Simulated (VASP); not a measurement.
Set up this calculation in VASP 6.6.1, as the native input.

| Property | Result |
| --- | --- |
| Task | single point |
| Functional | PBEsol |
| Potentials or basis | VASP PAW PBE potentials, release 64 (Rh_pv) |
| Cutoff | 520 eV |
| k mesh | 18 × 18 × 10 |
| Occupations | gaussian, width 0.1 eV |
| Spin | no spin polarisation |
| Dipole correction | no |
| Further INCAR settings | ALGO = Fast; EDIFF = 1e-06; NBANDS = 22 |

The structure of Rh lies in POSCAR:

```
Rh
1.0
    2.6887360847      0.0000000000      0.0000000000
   -1.3443680423      2.3285137534      0.0000000000
    0.0000000000      0.0000000000      4.3290202440
Rh
2
Direct
    0.6666666667      0.3333333333      0.7500000000
    0.3333333333      0.6666666667      0.2500000000
```

These files were run (other wordings do the same):

INCAR

```
  ALGO = Fast
  EDIFF = 1E-6
  ENCUT = 520
  GGA = PS
  ISIF = 2
  ISMEAR = 0
  LASPH = True
  LCHARG = False
  LREAL = False
  LWAVE = False
  NBANDS = 22
  NELM = 60
  PREC = Accurate
  SIGMA = 0.1
```

KPOINTS

```
k-points
0
Gamma
  18 18 10
```

Potentials or basis: VASP PAW PBE potentials, release 64 (Rh_pv).

The run is started by

```bash
$ cat potpaw_PBE.64/Rh_pv/POTCAR > POTCAR
$ mpirun -np 1 vasp_std > vasp.out
```

It gave:

| Quantity | Value |
| --- | --- |
| Pressure | 0.0 GPa |
| Band gap on the k mesh | zero (band 15 reaches 12.79 eV, above the bottom of band 16 at 10.28 eV) |

Caveat: the PAW data sets were made with another functional, which shifts forces and pressure a little.

It took 42 s on 1 thread of Intel(R) Xeon(R) 6975P-C (Granite Rapids) (shared host), peak memory 0.22 GiB.
